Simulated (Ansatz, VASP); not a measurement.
## One calculation of BaTiO3, two programs

```
CELL_PARAMETERS angstrom
4.06224 0.00000 0.00000
0.00000 2.89269 2.90161
0.00000 -2.89269 2.90161
ATOMIC_POSITIONS crystal
Ba 0.00000 0.00000 0.00000
Ti 0.50000 0.50790 0.50790
O 0.00000 0.49210 0.49210
O 0.50000 0.50251 0.99371
O 0.50000 0.99371 0.50251
```

Change from the starting cell: volume scaled by 1.06, PAW files.

Alike in both runs: task electric field gradients; functional PBEsol; k mesh 8 × 8 × 8; occupations fermi-dirac, width 0.05 eV; no spin polarisation.

|  | VASP | Ansatz |
| --- | --- | --- |
| version | VASP 6.6.1 | Ansatz 0.2.0 |
| potentials or method | VASP PAW PBE potentials, release 64 (Ba_sv, Ti_sv, O) | PAW with Ansatz's default frozen-core files, scalar-relativistic |
| plane-wave cutoff (eV) | 520 | 420 |
| valence electrons in the cell | 40 | 40 |

|  | VASP | Ansatz | Ansatz less VASP |
| --- | --- | --- | --- |
| pressure (GPa) | -11.0 | -12.4 | -1.46 |
| traceless stress, the component that is largest in VASP (GPa) | -0.56 | -0.55 | +0.013 |
| rms of the force components (eV/Å) | 0.163 | 0.167 | +0.0047 |
| size of Vzz on the site where it differs most (V/Å²) | 27.2 | 28.1 | +0.91 |

VASP's potentials were made for PBE, not for PBEsol. Atom by atom the forces differ by 0.006 eV/Å (rms over components). The functional is the same, so the differences come from potentials, cutoffs and numerics.

Neither program's run includes spin-orbit coupling.
